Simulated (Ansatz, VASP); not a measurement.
# AlN in VASP and in Ansatz

POSCAR

```
AlN
1.0
    3.0431677100      0.0000000000      0.0000000000
   -1.5215838500      2.6354605400      0.0000000000
    0.0000000000      0.0000000000      4.8765191200
Al N
2 2
Direct
    0.3333333300      0.6666666700     -0.0008149200
    0.6666666700      0.3333333300      0.4991850800
    0.3333333300      0.6666666700      0.3808149200
    0.6666666700      0.3333333300      0.8808149200
```

File INCAR.step1:

```
SYSTEM = AlN
  ALGO = Normal
  EDIFF = 1E-4
  ENCUT = 520
  GGA = PE
  ISMEAR = -1
  LASPH = .TRUE.
  LCHARG = .FALSE.
  LREAL = .FALSE.
  LWAVE = .TRUE.
  NELM = 100
  PREC = Accurate
  SIGMA = 0.02
```

Contents of INCAR.step2:

```
SYSTEM = AlN
  ALGO = Normal
  EDIFF = 1E-6
  EDIFFG = -0.01
  ENCUT = 520
  IBRION = 2
  ISIF = 2
  ISMEAR = -1
  ISTART = 1
  LASPH = .TRUE.
  LCHARG = .FALSE.
  LMIXTAU = .TRUE.
  LREAL = .FALSE.
  LWAVE = .FALSE.
  METAGGA = R2SCAN
  NELM = 100
  NSW = 50
  PREC = Accurate
  SIGMA = 0.02
```

The input KPOINTS:

```
k-points
0
G
  12 12 6
  0 0 0
```

Input for Ansatz:

```yaml
crystal:
  lattice:
    - [3.04316771, 0.0, 0.0]
    - [-1.52158385, 2.63546054, 0.0]
    - [0.0, 0.0, 4.87651912]
  atoms:
    - { symbol: Al, position: [0.33333333, 0.66666667, -0.00081492] }
    - { symbol: Al, position: [0.66666667, 0.33333333, 0.49918508] }
    - { symbol: "N", position: [0.33333333, 0.66666667, 0.38081492] }
    - { symbol: "N", position: [0.66666667, 0.33333333, 0.88081492] }
  symmetry: { tolerance: 0.0003 }
hamiltonian:
  xc: r2scan
  pseudopotentials: { kind: paw, azcp: { folder: soft_1 } }
basis:
  ecutwfc: 500
magnetization:
  spin_polarized: false
scf:
  occupations: { method: fermi_dirac, width: 0.02 }
kpoints:
  mp_grid: { grid: [12, 12, 6], shift: [0, 0, 0] }
  band_path:
    path:
      - [0.0, 0.0, 0.0]
      - [0.5, 0.0, 0.0]
      - [0.33333333, 0.33333333, 0.0]
      - [0.0, 0.0, 0.0]
      - [0.0, 0.0, 0.5]
      - [0.5, 0.0, 0.5]
      - [0.33333333, 0.33333333, 0.5]
      - [0.0, 0.0, 0.5]
      - [0.5, 0.0, 0.5]
      - [0.5, 0.0, 0.0]
      - [0.33333333, 0.33333333, 0.5]
    npoints: 7
output:
  forces: true
  stress: true
  eigenvalues: true
  write_potential: true
  elf: true
  volumetric_format: npy
  dos: { e_range: [-12, 8], de: 0.05 }
relax:
  max_steps: 30
```

Alike in both runs: task relaxation of the atoms; functional r2SCAN; k mesh 12 × 12 × 6; occupations fermi-dirac, width 0.02 eV; no spin polarisation.

```csv
,VASP,Ansatz
version,VASP 6.6.1,Ansatz 0.2.0
potentials or method,"VASP PAW PBE potentials, release 64 (Al, N), cutoff 520 eV",PAW plane waves
valence electrons in the cell,16,16
```

```tsv
	VASP	Ansatz	Ansatz less VASP
gap on the k mesh at the Fermi level, each at its own relaxed structure (eV)	5.50	5.45	-0.053
```

VASP's potentials were made for PBE, not for r2SCAN. Ansatz's warnings: stress scf threshold loose.
